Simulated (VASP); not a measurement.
The system is Zn2Sn5N.

```xyz
8
Lattice="3.3000 0.0000 0.0000 -1.6500 2.8579 0.0000 0.0000 0.0000 18.1500" Properties=species:S:1:pos:R:3 pbc="T T T"
Zn    0.0000    1.9053    0.9982
Zn    1.6500    0.9526   17.1517
Sn    1.6500    0.9526   11.7612
Sn    0.0000    0.0000    9.0750
Sn    0.0000    1.9053    6.3888
Sn    1.6500    0.9526    3.7026
Sn    0.0000    1.9053   14.4474
N     0.0000    0.0000    0.0000
```

- Program: VASP 6.6.1
- Task: relaxation of cell and atoms
- Functional: PBE
- Potentials or basis: VASP PAW PBE potentials, release 64 (Zn, Sn_d, N)
- Cutoff: 600 eV
- k mesh: 6 × 6 × 1
- Occupations: gaussian, width 0.2 eV
- Spin: no spin polarisation

At the start: pressure 2.4 GPa; volume 21.40 Å³/atom.

Problem. How do energy, volume and symmetry change on relaxing?

Solution. Over 12 steps the energy falls by 28.9 meV/atom and the volume is 21.86 Å³/atom (+2.2 %); space group P-3m1 (No. 164, to 0.1 Å) before and after.

The path:
| step | energy change (eV) | largest force (eV/Å) | pressure (GPa) | volume (Å³) |
| --- | --- | --- | --- | --- |
| 1 | 0.0000 | 0.5643 | 2.38 | 171.17 |
| 2 | -0.0990 | 0.3532 | -0.96 | 179.15 |
| 3 | -0.0990 | 0.3508 | -1.01 | 179.24 |
| 4 | -0.1527 | 0.2908 | -0.92 | 178.05 |
| 5 | -0.1966 | 0.1810 | -0.57 | 176.02 |
| 6 | -0.1975 | 0.1589 | -0.53 | 175.69 |
| 7 | -0.2084 | 0.1542 | 0.42 | 172.98 |
| 8 | -0.2087 | 0.1528 | 0.56 | 172.59 |
| 9 | -0.2180 | 0.1242 | 0.32 | 172.90 |
| 10 | -0.2229 | 0.1459 | 0.09 | 173.29 |
| 11 | -0.2271 | 0.1012 | -0.05 | 173.76 |
| 12 | -0.2314 | 0.0608 | -0.37 | 174.87 |

Final structure:
```xyz
8
Lattice="3.3984 0.0000 0.0000 -1.6992 2.9431 0.0000 0.0000 0.0000 17.4839" Properties=species:S:1:pos:R:3 pbc="T T T"
Zn    0.0000    1.9621    0.9885
Zn    1.6992    0.9810   16.4954
Sn    1.6992    0.9810   11.3864
Sn    0.0000    0.0000    8.7419
Sn    0.0000    1.9621    6.0975
Sn    1.6992    0.9810    3.3843
Sn    0.0000    1.9621   14.0996
N     0.0000    0.0000    0.0000
```

Caveat: the k points lie up to 0.36 Å⁻¹ apart in the final cell, too coarse for converged energies and pressures of a metal; the relaxation stopped at a loose force limit of 0.08 eV/Å, so its end isn't a converged minimum.
